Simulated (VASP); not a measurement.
Wanted: the native input for a VASP 6.6.1 run.

- Task: single point
- Functional: LDA
- Potentials or basis: VASP PAW LDA potentials, release 64 (Be, N)
- Cutoff: 520 eV
- k mesh: 12 × 12 × 12
- Occupations: gaussian, width 0.05 eV
- Spin: no spin polarisation
- Dipole correction: no
- Further INCAR settings: ALGO = Normal; EDIFF = 1e-06; NBANDS = 16

The structure of Be3N2 lies in POSCAR:

```
Be3N2
1.0
    1.4598204475      0.8428277283      4.6030946368
   -1.4598204475      0.8428277283      4.6030946368
    0.0000000000     -1.6856554566      4.6030946368
Be N
3 2
Direct
    0.8590010800      0.8590010800      0.8590010800
    0.3176945600      0.3176945600      0.3176945600
    0.0888067700      0.0888067700      0.0888067700
    0.2041626800      0.2041626800      0.2041626800
    0.7084349100      0.7084349100      0.7084349100
```

This cell differs from its parent crystal: ratio of the length along z to the lengths across it x 0.92, volume and fractional coordinates fixed.

The input as run:

INCAR

```
ALGO = Normal
EDIFF = 1E-6
ENCUT = 520
ISIF = 2
ISMEAR = 0
LASPH = T
LCHARG = F
LREAL = F
LWAVE = F
NBANDS = 16
NELM = 100
PREC = Accurate
SIGMA = 0.05
```

KPOINTS

```
k-points
0
Gamma
  12 12 12
```

Potentials or basis: VASP PAW LDA potentials, release 64 (Be, N).

Run with:

```bash
$ cat potpaw_LDA.64/Be/POTCAR potpaw_LDA.64/N/POTCAR > POTCAR
$ mpirun -np 1 vasp_std > vasp.out
```

It gave:

- Pressure: -6.4 GPa
- Largest force: 0.578 eV/Å
- Band gap on the k mesh: 2.80 eV, indirect (least direct gap 3.43 eV)

Wall time 93 s on 1 thread of AMD EPYC 9R45 96-Core Processor (Zen 5), on a shared host, peak memory 0.19 GiB.
